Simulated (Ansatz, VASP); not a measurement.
**Two plane-wave programs on MgO**

INCAR

```
SYSTEM = MgO
  PREC = Accurate
  ENCUT = 600
  EDIFF = 1E-6
  ISMEAR = 0
  SIGMA = 0.1
  LREAL = .FALSE.
  LASPH = .TRUE.
  NELM = 120
  ALGO = Normal
  ISIF = 2
  LWAVE = .FALSE.
  LCHARG = .FALSE.
  GGA = CA
  NBANDS = 11
  GGA_COMPAT = .FALSE.
```

KPOINTS

```
regular mesh
0
G
  8 8 8
  0 0 0
```

Contents of POSCAR:

```
MgO
1.0
    0.0000000000      2.0970013900      2.0970013900
    2.0970013900      0.0000000000      2.0970013900
    2.0970013900      2.0970013900      0.0000000000
Mg O
1 1
Direct
    0.0000000000      0.0000000000      0.0000000000
    0.5000000000      0.5000000000      0.5000000000
```

Input for Ansatz:

```yaml
crystal:
  lattice:
    - [0.0, 2.09700139, 2.09700139]
    - [2.09700139, 0.0, 2.09700139]
    - [2.09700139, 2.09700139, 0.0]
  atoms:
    - { symbol: Mg, position: [0.0, 0.0, 0.0] }
    - { symbol: O, position: [0.5, 0.5, 0.5] }
basis:
  ecutwfc: 420
kpoints:
  mp_grid: { grid: [8, 8, 8] }
hamiltonian:
  xc: lda
scf:
  occupations: { method: gaussian, width: 0.1 }
output:
  forces: true
  stress: true
  eigenvalues: true
```

Alike in both runs: task single point; functional LDA; k mesh 8 × 8 × 8; occupations gaussian, width 0.1 eV; no spin polarisation.

```csv
,VASP,Ansatz
version,VASP 6.6.1,Ansatz 0.2.0
potentials or method,"VASP PAW LDA potentials, release 64 (Mg, O), cutoff 600 eV","scalar-relativistic, plane waves, PAW"
valence electrons in the cell,8,16
```

```tsv
	VASP	Ansatz	Ansatz less VASP
gap on the k mesh at the Fermi level (eV)	4.78	4.78	-0.001
least direct gap on the mesh (eV)	4.78	4.78	-0.001
pressure (GPa)	-6.0	-4.1	+1.91
```

LDA's correlation is that of Perdew and Zunger in VASP and of Perdew and Wang (1992) in Ansatz. VASP's potentials hold 8 valence electrons a cell and Ansatz's 16, so a difference there can come from the potentials and not from the codes.
